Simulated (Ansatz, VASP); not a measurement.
One calculation of Cs2Be3, two programs

```xyz
5
Lattice="5.1412 0.0000 0.0000 0.0000 5.1412 0.0000 0.0000 0.0000 5.1412" Properties=species:S:1:pos:R:3 pbc="T T T"
Cs    2.5706    2.5706    2.5706
Cs    0.0000    0.0000    0.0000
Be    0.0000    2.5706    2.5706
Be    2.5706    0.0000    2.5706
Be    2.5706    2.5706    0.0000
```

Alike in both runs: task relaxation of cell and atoms; functional PBE; k mesh 4 × 4 × 4; occupations gaussian, width 0.1 eV; no spin polarisation.

|  | VASP | Ansatz |
| --- | --- | --- |
| version | VASP 6.6.1 | Ansatz 0.2.0 |
| potentials or method | VASP PAW PBE potentials, release 64 (Cs_sv, Be), cutoff 600 eV | scalar-relativistic, plane waves, PAW |
| valence electrons in the cell | 24 | 24 |

Ansatz gave:

```
gap on the k mesh at the Fermi level, each at its own relaxed structure (eV) : none
relaxed volume (Å³/atom)                                                     : 50.54
relaxed cell length with the largest relative difference (Å)                 : 6.322
```

Q: Which values does VASP return?

A: gap on the k mesh at the Fermi level, each at its own relaxed structure (eV): none; relaxed volume (Å³/atom): 53.90; relaxed cell length with the largest relative difference (Å): 6.459.

A gap of «none» marks a metal or a gap that the smearing closes. One of these differences is far larger than is usual between the two programs; its cause wasn't traced.

Spin-orbit coupling is off throughout. Noted on VASP's run: the volume moved by over 15 % at a fixed basis, so the end points are rough.
